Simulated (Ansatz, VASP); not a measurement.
NaF: VASP beside Ansatz

```
Na F
1.0
     0.00000    2.27055    2.27055
     2.27055    0.00000    2.27055
     2.27055    2.27055    0.00000
Na F
1 1
Direct
  0.00000 0.00000 0.00000
  0.50000 0.50000 0.50000
```

Change from the starting cell: volume scaled by 0.98.

Alike in both runs: task single point; functional LDA; k mesh 10 × 10 × 10; occupations fermi-dirac, width 0.03 eV; no spin polarisation.

```csv
,VASP,Ansatz
version,VASP 6.6.1,Ansatz 0.2.0
potentials or method,"VASP PAW LDA potentials, release 64 (Na_pv, F), cutoff 520 eV","all-electron LAPW, scalar-relativistic"
```

Ansatz gave:

* gap on the k mesh at the Fermi level (eV): 6.30
* pressure (GPa): -1.4

Estimate VASP's values.

gap on the k mesh at the Fermi level (eV): 6.29; pressure (GPa): -1.5.

LDA's correlation is that of Perdew and Zunger in VASP and of Perdew and Wang (1992) in Ansatz. Ansatz ran all-electron here, and VASP with PAW potentials.
